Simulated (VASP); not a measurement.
Write the native input for VASP 6.6.1 that does the following.

```yaml
Task: single point
Functional: r2SCAN
Potentials_or_basis: VASP PAW PBE potentials, release 64 (Cd, Te)
Cutoff: 520 eV
k_mesh: 8 × 8 × 8
Occupations: gaussian, width 0.05 eV
Spin: no spin polarisation
Dipole_correction: no
Further_INCAR_settings: ALGO = Normal; EDIFF = 1e-06; NBANDS = 16
```

The system is CdTe.

```xyz
2
Lattice="0.0000 3.1249 3.2050 3.1249 0.0000 3.2050 3.1249 3.1249 0.0000" Properties=species:S:1:pos:R:3 pbc="T T T"
Cd    0.0000    0.0000    0.0000
Te    4.6873    4.6873    4.8075
```

This cell differs from its parent crystal: strain -0.025 along x and y, +0.000 along z.

These files were run (other wordings do the same):

POSCAR

```
CdTe
1.0
    0.0000000000      3.1248750000      3.2050000000
    3.1248750000      0.0000000000      3.2050000000
    3.1248750000      3.1248750000      0.0000000000
Cd Te
1 1
Direct
    0.0000000000      0.0000000000      0.0000000000
    0.7500000000      0.7500000000      0.7500000000
```

INCAR.step1

```
PREC = Accurate
ENCUT = 520
ISMEAR = 0
SIGMA = 0.05
LREAL = F
LASPH = T
NELM = 80
NBANDS = 16
GGA = PE
ALGO = Normal
EDIFF = 1E-4
LWAVE = T
LCHARG = F
```

INCAR.step2

```
PREC = Accurate
ENCUT = 520
EDIFF = 1E-6
ISMEAR = 0
SIGMA = 0.05
LREAL = F
LASPH = T
NELM = 80
ALGO = Normal
ISIF = 2
LWAVE = F
LCHARG = F
METAGGA = R2SCAN
LMIXTAU = T
NBANDS = 16
ISTART = 1
```

KPOINTS

```
Automatic mesh
0
Gamma
  8 8 8
```

Potentials or basis: VASP PAW PBE potentials, release 64 (Cd, Te).

The run is started by

```bash
$ cat potpaw_PBE.64/Cd/POTCAR potpaw_PBE.64/Te/POTCAR > POTCAR
$ cp INCAR.step1 INCAR
$ mpirun -np 1 vasp_std > vasp.out
$ cp INCAR.step2 INCAR
$ mpirun -np 1 vasp_std > vasp.out
```

Results of the run:

The pressure is 6.5 GPa. The band gap on the k mesh is 1.52 eV, direct.

Caveat: the cell differs from its parent crystal (strain -0.025 along x and y, +0.000 along z); the PAW data sets were made with another functional, which shifts forces and pressure a little; spin-orbit coupling is left out, which moves the levels of the heavy elements.

Run time: 89 s on 1 thread of Intel(R) Xeon(R) 6975P-C (Granite Rapids), with other jobs on the host, peak memory 0.24 GiB.
